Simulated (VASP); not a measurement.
Input of a VASP 6.6.1 run:

INCAR

```
ALGO = Fast
EDIFF = 1E-7
ENCUT = 520
GGA = PS
ISIF = 2
ISMEAR = 0
LASPH = T
LCHARG = F
LREAL = F
LWAVE = F
NBANDS = 13
NELM = 80
PREC = Accurate
SIGMA = 0.15
```

File KPOINTS:

```
k-points
0
Gamma
  16 16 16
```

File POSCAR:

```
AlCo
1.0
    2.8194032100      0.0000000000      0.0000000000
    0.0000000000      2.8194032100      0.0000000000
    0.0000000000      0.0000000000      2.8194032100
Al Co
1 1
Direct
    0.0000000000      0.0000000000      0.0000000000
    0.4498399676      0.4498399676      0.4645315010
```

Potentials or basis: VASP PAW PBE potentials, release 64 (Al, Co).

Run with:

```console
$ cat potpaw_PBE.64/Al/POTCAR potpaw_PBE.64/Co/POTCAR > POTCAR
$ mpirun -np 1 vasp_std > vasp.out
```

(1) Predict the pressure.

(2) Predict the band gap on the k mesh.

(3) Estimate the largest force.

Answers

(1) 4.9 GPa.

(2) zero (band 6 reaches 13.17 eV, above the bottom of band 7 at 10.59 eV).

(3) 1.974 eV/Å.

Caveat: the cell differs from its parent crystal (atom 2 (Co) moved by (-0.200, -0.100) A along [1 1 0] and z); the PAW data sets were made with another functional, which shifts forces and pressure a little.
